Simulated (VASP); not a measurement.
# HfSi2B2 (I4/mmm) in VASP: notebook, part 2 of 2

VASP 6.6.1.

## (3) Single point, PBE

This run uses another cell than the first one, of 12.26 Å³/atom.

The input, INCAR:

```
SYSTEM = HfSi2B2
ALGO = Normal ; EDIFF = 1E-7
ENCUT = 520 ; GGA = PE
ISIF = 2 ; ISMEAR = 0
LASPH = .TRUE. ; LCHARG = .TRUE.
LELF = .TRUE. ; LREAL = .FALSE.
LVHAR = .TRUE. ; LWAVE = .FALSE.
NBANDS = 20 ; NELM = 100
PREC = Accurate ; SIGMA = 0.1
```

The input, KPOINTS:

```
k-points
0
G
  14 14 14
  0 0 0
```

The input, POSCAR:

```
HfSi2B2
1.0
   -1.9906273889      1.9906273889      3.8675546101
    1.9906273889     -1.9906273889      3.8675546101
    1.9906273889      1.9906273889     -3.8675546101
Hf Si B
1 2 2
Direct
    0.0000000000      0.0000000000      0.0000000000
    0.6524428944      0.6524428944      0.0000000000
    0.3475571056      0.3475571056      0.0000000000
    0.7500000000      0.2500000000      0.5000000000
    0.2500000000      0.7500000000      0.5000000000
```

Potentials or basis: VASP PAW PBE potentials, release 64 (Hf_pv, Si, B).

Started as:

```console
$ cat potpaw_PBE.64/Hf_pv/POTCAR potpaw_PBE.64/Si/POTCAR potpaw_PBE.64/B/POTCAR > POTCAR
$ mpirun -np 1 vasp_std > vasp.out
```

OUTCAR:

```text
SYSTEM = HfSi2B2
   EDIFF = 1E-7
   ENCUT = 520
   GGA = PE
   ISIF = 2
   ISMEAR = 0
   LASPH = .TRUE.
   LREAL = .FALSE.
   NELM = 100
   PREC = Accurate

 ion  position               nearest neighbor table
   1  0.000  0.000  0.000-   2 2.69   3 2.69   4 2.78   5 2.78   4 2.78   5 2.78   4 2.78   5 2.78
                             4 2.78   5 2.78   2 3.05   2 3.05   2 3.05   3 3.05   2 3.05   3 3.05
   2  0.652  0.652  0.000-   5 2.13   4 2.13   4 2.13   5 2.13   3 2.36   1 2.69   1 3.05   1 3.05
                             1 3.05   1 3.05
   3  0.348  0.348  0.000-   4 2.13   5 2.13   5 2.13   4 2.13   2 2.36   1 2.69   1 3.05   1 3.05
                             1 3.05   1 3.05
   4  0.750  0.250  0.500-   3 2.13   2 2.13   3 2.13   2 2.13   1 2.78   1 2.78   1 2.78   1 2.78

   5  0.250  0.750  0.500-   3 2.13   2 2.13   3 2.13   2 2.13   1 2.78   1 2.78   1 2.78   1 2.78

  LATTYP: Found a body centered tetragonal cell.
 ALAT       =     3.9812547778
 C/A-ratio  =     1.9428822449

  Lattice vectors:

 A1 = (  -1.9906273889,   1.9906273889,   3.8675546101)
 A2 = (   1.9906273889,  -1.9906273889,   3.8675546101)
 A3 = (   1.9906273889,   1.9906273889,  -3.8675546101)

Analysis of symmetry for initial positions (statically):
=====================================================================
 Subroutine PRICEL returns:
 Original cell was already a primitive cell.

 Routine SETGRP: Setting up the symmetry group for a
 body centered tetragonal supercell.

 Subroutine GETGRP returns: Found 16 space group operations
 (whereof 16 operations were pure point group operations)
 out of a pool of 16 trial point group operations.

The static configuration has the point symmetry D_4h.

Analysis of symmetry for dynamics (positions and initial velocities):
=====================================================================
 Subroutine PRICEL returns:
 Original cell was already a primitive cell.

 Routine SETGRP: Setting up the symmetry group for a
 body centered tetragonal supercell.

 Subroutine GETGRP returns: Found 16 space group operations
 (whereof 16 operations were pure point group operations)
[... 132 lines left out ...]
   LORBIT       =      0    0 simple, 1 ext, 2 COOP (PROOUT), +10 PAW based schemes
   GGA     = PE    functional components
   LHFCALC =     F    Hartree Fock is set to
   AEXX    =    0.0000 exact exchange contribution
   IVDW    =     0    specifies the selected vdW correction
   LEPSILON=     F    determine dielectric tensor
   LRPA    =     F    only Hartree local field effects (RPA)
 non-spin polarized calculation
 Gauss-broadening in eV      SIGMA  =   0.10
  energy-cutoff  :      520.00
  volume of cell :       61.30
 maximum number of plane-waves:      1694
   NGX = 17   NGY = 17   NGZ = 17

 number of electron      23.9999998 magnetization

 Free energy of the ion-electron system (eV)
  ---------------------------------------------------
  ext. energy  EPLUGINS =         0.00000000
  ---------------------------------------------------
  free energy    TOTEN  =       -32.57651458 eV

  energy without entropy =      -32.56245363  energy(sigma->0) =      -32.56948410

 E-fermi :   8.6939     XC(G=0): -11.6703

 val. band max:        8.6918790395   @ k =  -0.4286   0.5000   0.2857
 cond. band min:       8.6975803362   @ k =  -0.3571  -0.3571   0.2143
 fundamental gap:      0.0057012967
 Fermi energy:         8.6938794323

 k-point     1 :       0.0000    0.0000    0.0000
  band No.  band energies     occupation
      1     -23.1363      2.00000
      2     -23.1363      2.00000
      3     -23.0465      2.00000
      4      -5.5971      2.00000
      5       2.3051      2.00000
      6       2.3051      2.00000
[... 541 lines left out ...]
     19      13.5101      0.00000
     20      13.9843      0.00000

 [... further k-points ...]

------------------------ aborting loop because EDIFF is reached ----------------------------------------

  FORCE on cell =-STRESS in cart. coord.  units (eV):
  Direction    XX          YY          ZZ          XY          YZ          ZX
  --------------------------------------------------------------------------------------
  -------------------------------------------------------------------------------------
  Total       -0.1988529     -0.1988529     -0.2443880      0.0000000      0.0000000      0.0000000
  in kB       -5.1971595     -5.1971595     -6.3872528      0.0000000      0.0000000      0.0000000
  external PRESSURE =      -5.5938572 kB  Pullay stress =       0.0000000 kB

 VOLUME and BASIS-vectors are now :
 -----------------------------------------------------------------------------
  energy-cutoff  :      520.00
  volume of cell :       61.30
      direct lattice vectors                 reciprocal lattice vectors
    -1.990627389  1.990627389  3.867554610     0.000000000  0.251177093  0.129280657
     1.990627389 -1.990627389  3.867554610     0.251177093  0.000000000  0.129280657
     1.990627389  1.990627389 -3.867554610     0.251177093  0.251177093  0.000000000

 POSITION                                       TOTAL-FORCE (eV/Angst)
 -----------------------------------------------------------------------------------
      0.00000      0.00000      0.00000        -0.000000     -0.000000      0.000000
      0.00000      0.00000      5.04672         0.000000      0.000000     -0.021014
      0.00000      0.00000      2.68839        -0.000000     -0.000000      0.021014
      0.00000      1.99063      1.93378        -0.000000     -0.000000     -0.000000
      1.99063      0.00000      1.93378        -0.000000     -0.000000      0.000000
 -----------------------------------------------------------------------------------
    total drift:                               -0.000000      0.000000      0.000000

  FREE ENERGIE OF THE ION-ELECTRON SYSTEM (eV)
  ---------------------------------------------------
  free  energy   TOTEN  =       -32.5765145775 eV

  energy  without entropy=      -32.5624536285  energy(sigma->0) =      -32.56948410
```

OSZICAR:

```text
N       E                     dE             d eps       ncg     rms          rms(c)
DAV:   1     0.557811828928E+02    0.55781E+02   -0.11535E+04  9760   0.109E+03
DAV:   2    -0.333903854120E+02   -0.89172E+02   -0.85847E+02 12172   0.224E+02
DAV:   3    -0.368724329678E+02   -0.34820E+01   -0.34269E+01 12860   0.329E+01
DAV:   4    -0.369027213164E+02   -0.30288E-01   -0.30263E-01 12416   0.345E+00
DAV:   5    -0.369029839382E+02   -0.26262E-03   -0.26260E-03 12292   0.313E-01    0.317E+01
DAV:   6    -0.325899463312E+02    0.43130E+01   -0.15662E+01 11252   0.155E+01    0.266E+01
DAV:   7    -0.325968140692E+02   -0.68677E-02   -0.74965E-01 11692   0.476E+00    0.172E+01
DAV:   8    -0.325834823770E+02    0.13332E-01   -0.10904E-01 12304   0.175E+00    0.311E+00
DAV:   9    -0.325766277082E+02    0.68547E-02   -0.29018E-02 11044   0.721E-01    0.573E-01
DAV:  10    -0.325765573138E+02    0.70394E-04   -0.26306E-03 11888   0.230E-01    0.144E-01
DAV:  11    -0.325765514763E+02    0.58375E-05   -0.64686E-04 11016   0.103E-01    0.149E-01
DAV:  12    -0.325765165427E+02    0.34934E-04   -0.24417E-04 10764   0.600E-02    0.233E-02
DAV:  13    -0.325765149111E+02    0.16316E-05   -0.16563E-05 11060   0.200E-02    0.187E-02
DAV:  14    -0.325765145966E+02    0.31454E-06   -0.66653E-07 11716   0.439E-03    0.234E-03
DAV:  15    -0.325765145775E+02    0.19096E-07   -0.40755E-08  5852   0.100E-03
   1 F= -.32576515E+02 E0= -.32569484E+02  d E =-.140609E-01
```

It took 14 min on 1 thread of Intel Xeon 8259CL, shared host; peak memory 0.44 GiB.

What came out:

```
Free energy            : -32.5765 eV
Pressure               : -0.6 GPa
Largest force          : 0.021 eV/Å
Band gap on the k mesh : zero (bands 12 and 13 overlap by 2.79 eV)
```

Forces in eV/Å, atoms in the order of the input:
```
Hf   0.000  0.000  0.000
Si   0.000  0.000 -0.021
Si   0.000  0.000  0.021
B    0.000  0.000  0.000
B    0.000  0.000  0.000
```

Stress tensor (GPa, compression positive):
```
-0.52  0.00  0.00
 0.00 -0.52  0.00
 0.00  0.00 -0.64
```

Caveat: spin-orbit coupling is left out, which moves the levels of the heavy elements.
